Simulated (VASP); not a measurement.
A run of VASP 6.6.1 is set up as follows.

The input INCAR:

```
PREC = Accurate
ENCUT = 520
EDIFF = 1E-6
ISMEAR = 0
SIGMA = 0.1
LREAL = False
LASPH = True
NELM = 100
ALGO = Normal
ISIF = 2
LWAVE = False
LCHARG = False
GGA = PE
NBANDS = 22
```

Contents of KPOINTS:

```
regular mesh
0
Gamma
  12 12 14
```

Contents of POSCAR:

```
Zn2S
1.0
    4.2041276390      0.0000000000      0.0000000000
   -2.1020638195      3.6408813361      0.0000000000
    0.0000000000      0.0000000000      3.5727857575
Zn S
2 1
Direct
    0.3333333333      0.6666666667      0.5000000000
    0.6666666667      0.3333333333      0.5000000000
    0.0000000000      0.0000000000      0.0000000000
```

Potentials or basis: VASP PAW PBE potentials, release 64 (Zn, S).

Run with:

```bash
$ cat potpaw_PBE.64/Zn/POTCAR potpaw_PBE.64/S/POTCAR > POTCAR
$ mpirun -np 1 vasp_std > vasp.out
```

Question: Estimate the band gap on the k mesh.

Answer: Zero (band 15 reaches 4.44 eV, above the bottom of band 16 at 0.30 eV).

Question: What does it give for the pressure?

Answer: 0.3 GPa.

Stress tensor (GPa, compression positive):
```
0.33 0.00 0.00
0.00 0.33 0.00
0.00 0.00 0.19
```
